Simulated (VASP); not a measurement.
## Ge: single point with PBE

Crystal: Ge.

```
CELL_PARAMETERS angstrom
-2.43262 2.43262 1.31640
2.43262 -2.43262 1.31640
2.43262 2.43262 -1.31640
ATOMIC_POSITIONS crystal
Ge 0.62500 0.87500 0.75000
Ge 0.37500 0.12500 0.25000
```

| Quantity | Value |
| --- | --- |
| Program | VASP 6.6.1 |
| Task | single point |
| Functional | PBE |
| Potentials or basis | VASP PAW PBE potentials, release 64 (Ge_d) |
| Cutoff | 520 eV |
| k mesh | 16 × 16 × 16 |
| Occupations | fermi-dirac, width 0.05 eV |
| Spin | no spin polarisation |
| Dipole correction | no |
| Further INCAR settings | ALGO = Normal; EDIFF = 1e-07; NBANDS = 21 |

```yaml
Pressure: 24.1 GPa
Band_gap_on_the_k_mesh: zero (bands 14 and 15 overlap by 6.44 eV)
```

Levels at points of the mesh, in eV from the Fermi level:
| k point | band 12 | band 13 | band 14 | band 15 | band 16 | band 17 |
| --- | --- | --- | --- | --- | --- | --- |
| (0.00, 0.00, 0.00) | -3.52 | -2.94 | -2.94 | 2.82 | 8.77 | 8.77 |
| (0.50, 0.00, 0.00) | -7.29 | -2.51 | -2.37 | -1.74 | 2.17 | 4.17 |
| (0.50, 0.50, 0.00) | -11.81 | 0.49 | 0.49 | 2.29 | 2.29 | 8.70 |
| (0.50, 0.50, 0.50) | -9.53 | -7.19 | -7.19 | 7.00 | 7.00 | 13.15 |

Run time: 2.8 min on 1 thread of Intel(R) Xeon(R) Platinum 8259CL CPU @ 2.50GHz (Skylake/Cascade Lake), on a shared host, peak memory 0.29 GiB.

Caveat: the cell stands under pressure.
